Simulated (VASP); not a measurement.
# Pb (Fm-3m) in VASP: notebook

Pb is run at these levels: PBEsol; tasks: single point.

Everything below comes from runs of VASP 6.6.1. Logs are shortened: lines on timing, memory, paths and dates and some standing lists are left out, and cuts for length are marked.

## 1. The cell of the first run

Symmetry: Fm-3m, No. 225, cubic system. The conventional cell has a = 4.934 Å, b = 4.934 Å, c = 4.934 Å, α = 90.00°, β = 90.00°, γ = 90.00°. Pb (site symmetry m-3m) has 12 Pb at 3.49 Å within 4.6 Å.

## 2. Single point, PBEsol

File INCAR:

```
SYSTEM = Pb
PREC = Accurate ; ENCUT = 520
EDIFF = 1E-7 ; ISMEAR = 0
SIGMA = 0.1 ; LREAL = .False.
LASPH = .True. ; NELM = 60
ALGO = Normal ; ISIF = 2
LWAVE = .False. ; LCHARG = .False.
GGA = PS ; NBANDS = 13
```

File KPOINTS:

```
regular mesh
0
Gamma
  14 14 14
  0 0 0
```

File POSCAR:

```
Pb
1.0
    0.0000000000      2.4669074858      2.4669074858
    2.4669074858      0.0000000000      2.4669074858
    2.4669074858      2.4669074858      0.0000000000
Pb
1
Direct
    0.0000000000      0.0000000000      0.0000000000
```

Potentials or basis: VASP PAW PBE potentials, release 64 (Pb_d).

Run with:

```console
$ cat potpaw_PBE.64/Pb_d/POTCAR > POTCAR
$ mpirun -np 1 vasp_std > vasp.out
```

OUTCAR:

```text
SYSTEM = Pb
   PREC = Accurate
   ENCUT = 520
   EDIFF = 1E-7
   ISMEAR = 0
   LREAL = .False.
   LASPH = .True.
   NELM = 60
   ISIF = 2
   GGA = PS

 ion  position               nearest neighbor table
   1  0.000  0.000  0.000-

  LATTYP: Found a face centered cubic cell.
 ALAT       =     4.9338149716

  Lattice vectors:

 A1 = (   0.0000000000,   2.4669074858,   2.4669074858)
 A2 = (   2.4669074858,   0.0000000000,   2.4669074858)
 A3 = (   2.4669074858,   2.4669074858,   0.0000000000)

Analysis of symmetry for initial positions (statically):
=====================================================================
 Subroutine PRICEL returns:
 Original cell was already a primitive cell.

 Routine SETGRP: Setting up the symmetry group for a
 face centered cubic supercell.

 Subroutine GETGRP returns: Found 48 space group operations
[... 9 lines left out ...]

 Routine SETGRP: Setting up the symmetry group for a
 face centered cubic supercell.

 Subroutine GETGRP returns: Found 48 space group operations
[... 11 lines left out ...]
                                     Primitive cell

  volume of cell :      30.0254

  direct lattice vectors                    reciprocal lattice vectors
     0.000000000  2.466907486  2.466907486    -0.202682915  0.202682915  0.202682915
     2.466907486  0.000000000  2.466907486     0.202682915 -0.202682915  0.202682915
     2.466907486  2.466907486  0.000000000     0.202682915  0.202682915 -0.202682915

  length of vectors
     3.488734024  3.488734024  3.488734024     0.351057106  0.351057106  0.351057106

  position of ions in fractional coordinates (direct lattice)
     0.000000000  0.000000000  0.000000000

  ion indices of the primitive-cell ions
   primitive index   ion index
                 1           1

----------------------------------------------------------------------------------------

 KPOINTS: regular mesh

Automatic generation of k-mesh.
 Grid dimensions read from file:
 generate k-points for:   14   14   14

 Generating k-lattice:

  Cartesian coordinates                     Fractional coordinates (reciprocal lattice)
    -0.014477351  0.014477351  0.014477351     0.071428571  0.000000000  0.000000000
     0.014477351 -0.014477351  0.014477351     0.000000000  0.071428571  0.000000000
     0.014477351  0.014477351 -0.014477351     0.000000000  0.000000000  0.071428571

  Length of vectors
     0.025075508  0.025075508  0.025075508

  Shift w.r.t. Gamma in fractional coordinates (k-lattice)
     0.000000000  0.000000000  0.000000000

 Subroutine IBZKPT returns following result:
 ===========================================

 Found    104 irreducible k-points:

 Following reciprocal coordinates:
            Coordinates               Weight
  0.000000  0.000000  0.000000      1.000000
  0.071429  0.000000  0.000000      8.000000
  0.142857  0.000000  0.000000      8.000000
  0.214286  0.000000  0.000000      8.000000
  0.285714  0.000000  0.000000      8.000000
  0.357143  0.000000  0.000000      8.000000
[... 16 lines left out ...]
  0.214286  0.142857  0.000000     24.000000
  0.285714  0.142857  0.000000     24.000000
 [... further k-points ...]
   k-points           NKPTS =    104   k-points in BZ     NKDIM =    104   number of bands    NBANDS=     13
   number of dos      NEDOS =    301   number of ions     NIONS =      1
   total plane-waves  NPLWV =  21952
   dimension x,y,z NGX =    28 NGY =   28 NGZ =   28
   dimension x,y,z NGXF=    56 NGYF=   56 NGZF=   56
   ions per type =               1
   NGX,Y,Z   is equivalent  to a cutoff of  13.34, 13.34, 13.34 a.u.
   NGXF,Y,Z  is equivalent  to a cutoff of  26.69, 26.69, 26.69 a.u.
 SYSTEM =  Pb
   PREC   = accura    normal or accurate (medium, high low for compatibility)
   ISTART =      0    job   : 0-new  1-cont  2-samecut
   ICHARG =      2    charge: 1-file 2-atom 10-const
   ISPIN  =      1    spin polarized calculation?
   LNONCOLLINEAR =      F non collinear calculations
   LSORBIT =      F    spin-orbit coupling
   LASPH  =      T    aspherical Exc in radial PAW
   ENCUT  =  520.0 eV  38.22 Ry    6.18 a.u.   6.49  6.49  6.49*2*pi/ulx,y,z
   NELM   =     60;   NELMIN=  2; NELMDL= -5     # of ELM steps
   EDIFF  = 0.1E-06   stopping-criterion for ELM
   LREAL  =      F    real-space projection
   EDIFFG = 0.1E-05   stopping-criterion for IOM
   NSW    =      0    number of steps for IOM
   IBRION =     -1    ionic relax: 0-MD 1-quasi-New 2-CG
   NFREE  =      0    steps in history (QN), initial steepest desc. (CG)
   ISIF   =      2    stress and relaxation
   ISYM   =      2    0-nonsym 1-usesym 2-fastsym
   POTIM  = 0.5000    time-step for ionic-motion
   TEBEG  =    0.0;   TEEND  =   0.0 temperature during run
   PSTRESS=    0.0 pullay stress
   NELECT =      14.0000    total number of electrons
   NUPDOWN=      -1.0000    fix difference up-down
   EMIN   =  10.00;   EMAX   =-10.00  energy-range for DOS
   EFERMI =   0.00;   METHOD = LEGACY
   ISMEAR =     0;   SIGMA  =   0.10  broadening in eV -4-tet -1-fermi 0-gaus
   EFERMI_NEDOS =   21; number of points for ismear=-14 and -15
   IALGO  =     38    algorithm
   IMIX   =      4    mixing-type and parameters
     AMIX     =   0.40;   BMIX     =  1.00
     AMIX_MAG =   1.60;   BMIX_MAG =  1.00
  volume/ion in A,a.u.               =      30.03       202.62
  Fermi-wavevector in a.u.,A,eV,Ry     =   1.269467  2.398944 21.926411  1.611546
  Thomas-Fermi vector in A             =   2.402506
   LORBIT       =      0    0 simple, 1 ext, 2 COOP (PROOUT), +10 PAW based schemes
   GGA     = PS    functional components
   LHFCALC =     F    Hartree Fock is set to
   AEXX    =    0.0000 exact exchange contribution
   IVDW    =     0    specifies the selected vdW correction
   LEPSILON=     F    determine dielectric tensor
   LRPA    =     F    only Hartree local field effects (RPA)
 non-spin polarized calculation
 Gauss-broadening in eV      SIGMA  =   0.10
  energy-cutoff  :      520.00
  volume of cell :       30.03
 maximum number of plane-waves:       869
 NGX is ok and might be reduce to    28
   NGX = 13   NGY = 13   NGZ = 13

 number of electron      13.9999999 magnetization

 Free energy of the ion-electron system (eV)
  ---------------------------------------------------
  ext. energy  EPLUGINS =         0.00000000
  ---------------------------------------------------
  free energy    TOTEN  =        -4.00369721 eV

  energy without entropy =       -4.00161725  energy(sigma->0) =       -4.00265723

 E-fermi :   7.2448     XC(G=0): -10.3885

 val. band max:        7.2418699515   @ k =  -0.2857   0.2857   0.0714
 cond. band min:       7.2601826559   @ k =   0.3571   0.2143   0.0000
 fundamental gap:      0.0183127044
 Fermi energy:         7.2448131332

 k-point     1 :       0.0000    0.0000    0.0000
  band No.  band energies     occupation
      1      -9.7827      2.00000
      2      -9.7827      2.00000
      3      -9.7827      2.00000
      4      -9.6364      2.00000
      5      -9.6364      2.00000
      6      -4.6244      2.00000
      7      14.7008      0.00000
      8      14.7008      0.00000
      9      14.7008      0.00000
     10      16.9808      0.00000
     11      18.6528      0.00000
     12      19.7631      0.00000
     13      19.7631      0.00000

 k-point     2 :       0.0714    0.0000    0.0000
  band No.  band energies     occupation
      1      -9.7828      2.00000
      2      -9.7749      2.00000
      3      -9.7749      2.00000
      4      -9.6368      2.00000
      5      -9.6368      2.00000
      6      -4.5251      2.00000
      7      13.4926      0.00000
      8      14.5755      0.00000
      9      14.5755      0.00000
     10      16.7592      0.00000
     11      19.1754      0.00000
     12      19.9859      0.00000
     13      19.9859      0.00000

 k-point     3 :       0.1429    0.0000    0.0000
  band No.  band energies     occupation
      1      -9.7844      2.00000
      2      -9.7573      2.00000
      3      -9.7573      2.00000
      4      -9.6342      2.00000
      5      -9.6342      2.00000
      6      -4.2267      2.00000
      7      11.3013      0.00000
      8      14.2569      0.00000
      9      14.2569      0.00000
     10      16.4883      0.00000
     11      19.9436      0.00000
     12      20.4232      0.00000
     13      20.5013      0.00000

 k-point     4 :       0.2143    0.0000    0.0000
  band No.  band energies     occupation
      1      -9.7888      2.00000
      2      -9.7455      2.00000
      3      -9.7455      2.00000
      4      -9.6163      2.00000
      5      -9.6163      2.00000
      6      -3.7305      2.00000
      7       9.0496      0.00000
      8      13.8544      0.00000
      9      13.8544      0.00000
     10      16.2882      0.00000
     11      19.2159      0.00000
     12      19.9597      0.00000
     13      19.9597      0.00000

 k-point     5 :       0.2857    0.0000    0.0000
  band No.  band energies     occupation
      1      -9.7963      2.00000
      2      -9.7486      2.00000
      3      -9.7486      2.00000
      4      -9.5798      2.00000
      5      -9.5798      2.00000
      6      -3.0473      2.00000
      7       6.9388      1.99998
      8      13.4575      0.00000
      9      13.4575      0.00000
     10      16.1871      0.00000
     11      18.3194      0.00000
     12      19.3157      0.00000
     13      19.3157      0.00000
[... 257 lines left out ...]
 k-point    22 :       0.1429    0.1429    0.0000
  band No.  band energies     occupation
      1      -9.8150      2.00000
      2      -9.7253      2.00000
      3      -9.7253      2.00000
      4      -9.6715      2.00000
      5      -9.6123      2.00000
      6      -4.0946      2.00000
      7      12.2699      0.00000
      8      12.9597      0.00000
      9      12.9597      0.00000
     10      15.8071      0.00000
     11      17.7505      0.00000
     12      21.8530      0.00000
     13      22.0494      0.00000

 k-point    23 :       0.2143    0.1429    0.0000
  band No.  band energies     occupation
      1      -9.8250      2.00000
      2      -9.7088      2.00000
      3      -9.7013      2.00000
      4      -9.6771      2.00000
      5      -9.5959      2.00000
      6      -3.7308      2.00000
      7      10.5279      0.00000
      8      12.3963      0.00000
      9      12.7225      0.00000
     10      15.8581      0.00000
     11      16.8612      0.00000
     12      21.4898      0.00000
     13      22.3438      0.00000

 k-point    24 :       0.2857    0.1429    0.0000
  band No.  band energies     occupation
      1      -9.8258      2.00000
      2      -9.7225      2.00000
      3      -9.6931      2.00000
      4      -9.6499      2.00000
      5      -9.5645      2.00000
      6      -3.1741      2.00000
      7       8.4697      0.00000
      8      11.9744      0.00000
      9      12.2352      0.00000
     10      15.6612      0.00000
     11      17.2832      0.00000
     12      21.0647      0.00000
     13      21.6654      0.00000

 [... further k-points ...]
[... 5 lines left out ...]
  --------------------------------------------------------------------------------------
  -------------------------------------------------------------------------------------
  Total       -0.0092963     -0.0092963     -0.0092963     -0.0000000      0.0000000     -0.0000000
  in kB       -0.4960570     -0.4960570     -0.4960570     -0.0000000      0.0000000     -0.0000000
  external PRESSURE =      -0.4960570 kB  Pullay stress =       0.0000000 kB

 VOLUME and BASIS-vectors are now :
 -----------------------------------------------------------------------------
  energy-cutoff  :      520.00
  volume of cell :       30.03
      direct lattice vectors                 reciprocal lattice vectors
     0.000000000  2.466907486  2.466907486    -0.202682915  0.202682915  0.202682915
     2.466907486  0.000000000  2.466907486     0.202682915 -0.202682915  0.202682915
     2.466907486  2.466907486  0.000000000     0.202682915  0.202682915 -0.202682915

 POSITION                                       TOTAL-FORCE (eV/Angst)
 -----------------------------------------------------------------------------------
      0.00000      0.00000      0.00000         0.000000      0.000000     -0.000000
 -----------------------------------------------------------------------------------
    total drift:                               -0.000000     -0.000000     -0.000000

  FREE ENERGIE OF THE ION-ELECTRON SYSTEM (eV)
  ---------------------------------------------------
  free  energy   TOTEN  =        -4.0036972146 eV

  energy  without entropy=       -4.0016172477  energy(sigma->0) =       -4.00265723
```

It took 27 s on 1 thread of Intel Xeon Platinum 8488C (Sapphire Rapids), shared host; peak memory 0.18 GiB.

Results:

* Free energy: -4.0037 eV
* Pressure: 0.0 GPa
* Band gap on the k mesh: zero (band 7 reaches 14.70 eV, above the bottom of band 8 at 5.62 eV)

Caveat: the PAW data sets were made with another functional, which shifts forces and pressure a little; spin-orbit coupling is left out, which moves the levels of the heavy elements.

## 3. Single point, PBEsol

This run uses another cell than the first one, of 30.32 Å³/atom, 1.010 times its volume.

File INCAR:

```
  ALGO = Normal
  EDIFF = 1E-6
  ENCUT = 520
  GGA = PS
  ISIF = 2
  ISMEAR = 0
  LASPH = True
  LCHARG = True
  LELF = True
  LREAL = False
  LVHAR = True
  LWAVE = False
  NBANDS = 13
  NELM = 80
  PREC = Accurate
  SIGMA = 0.1
```

File KPOINTS:

```
k-points
0
Gamma
  14 14 14
```

File POSCAR:

```
Pb
1.0
    0.0000000000      2.4750200000      2.4750200000
    2.4750200000      0.0000000000      2.4750200000
    2.4750200000      2.4750200000      0.0000000000
Pb
1
Direct
    0.0000000000      0.0000000000      0.0000000000
```

Potentials or basis: VASP PAW PBE potentials, release 64 (Pb_d).

Run with:

```console
$ cat potpaw_PBE.64/Pb_d/POTCAR > POTCAR
$ mpirun -np 1 vasp_std > vasp.out
```

It took 28 s on 1 thread of Intel Xeon Platinum 8488C (Sapphire Rapids), shared host; peak memory 0.17 GiB.

It converged, with:

```
Free energy            : -4.0033 eV
Pressure               : -0.5 GPa
Band gap on the k mesh : zero (band 7 reaches 14.51 eV, above the bottom of band 8 at 5.53 eV)
```

Levels at points of the mesh, in eV from the Fermi level:
```csv
k point,band 5,band 6,band 7,band 8,band 9,band 10
"(0.00, 0.00, 0.00)",-16.87,-11.80,7.38,7.38,7.38,9.74
"(0.50, 0.00, 0.00)",-16.74,-8.16,-4.25,5.54,5.54,9.20
"(0.50, 0.50, 0.00)",-16.70,-6.75,-3.31,2.01,2.01,5.33
```

Caveat: the PAW data sets were made with another functional, which shifts forces and pressure a little; spin-orbit coupling is left out, which moves the levels of the heavy elements.

## 4. Single point, PBEsol (volume scaled by 1.03)

File INCAR:

```
SYSTEM = Pb
PREC = Accurate
ENCUT = 520
EDIFF = 1E-6
ISMEAR = 0
SIGMA = 0.1
LREAL = .FALSE.
LASPH = .TRUE.
NELM = 100
ALGO = Normal
ISIF = 2
LWAVE = .FALSE.
LCHARG = .TRUE.
GGA = PS
LELF = .TRUE.
LVHAR = .TRUE.
NBANDS = 13
```

File KPOINTS:

```
regular mesh
0
G
  14 14 14
  0 0 0
```

File POSCAR:

```
Pb
1.0
    0.0000000000      2.4913339010      2.4913339010
    2.4913339010      0.0000000000      2.4913339010
    2.4913339010      2.4913339010      0.0000000000
Pb
1
Direct
    0.0000000000      0.0000000000      0.0000000000
```

Run with:

```console
$ cat potpaw_PBE.64/Pb_d/POTCAR > POTCAR
$ mpirun -np 1 vasp_std > vasp.out
```

It took 25 s on 1 thread of Intel Xeon Platinum 8488C (Sapphire Rapids), shared host; peak memory 0.18 GiB.

The run converged. Its results:

```yaml
Free_energy: -4.0001 eV
Pressure: -1.4 GPa
Band_gap_on_the_k_mesh: zero (band 7 reaches 14.14 eV, above the bottom of band 8 at 5.35 eV)
```

Levels at points of the mesh, in eV from the Fermi level:
```tsv
k point	band 4	band 5	band 6	band 7	band 8	band 9	band 10	band 11
(0.00, 0.00, 0.00)	-16.86	-16.86	-11.65	7.24	7.24	7.24	9.73	11.05
(0.50, 0.00, 0.00)	-16.73	-16.73	-8.13	-4.14	5.45	5.45	9.20	9.27
(0.50, 0.50, 0.00)	-16.69	-16.69	-6.77	-3.22	2.00	2.00	5.29	6.57
```

Caveat: the cell differs from its parent crystal (volume scaled by 1.03); the PAW data sets were made with another functional, which shifts forces and pressure a little; spin-orbit coupling is left out, which moves the levels of the heavy elements.

## 5. The runs side by side

| cell | gap on the mesh (eV) | pressure (GPa) |
| --- | --- | --- |
| a = 3.489 Å, angles 60.0°, 1 atom | none | 0.0 |
| a = 3.500 Å, angles 60.0°, 1 atom | none | -0.5 |
| a = 3.523 Å, angles 60.0°, 1 atom | none | -1.4 |

Alike in all rows: task single point; level PBEsol; potentials or basis VASP PAW PBE potentials, release 64 (Pb_d); no spin polarisation; k mesh 14 × 14 × 14; cutoff (eV) 520; smearing gaussian 0.1 eV.

Caveats: the PAW data sets were made with another functional, which shifts forces and pressure a little; spin-orbit coupling is left out, which moves the levels of the heavy elements.

Absolute energies hang on the potentials; compare differences alone.
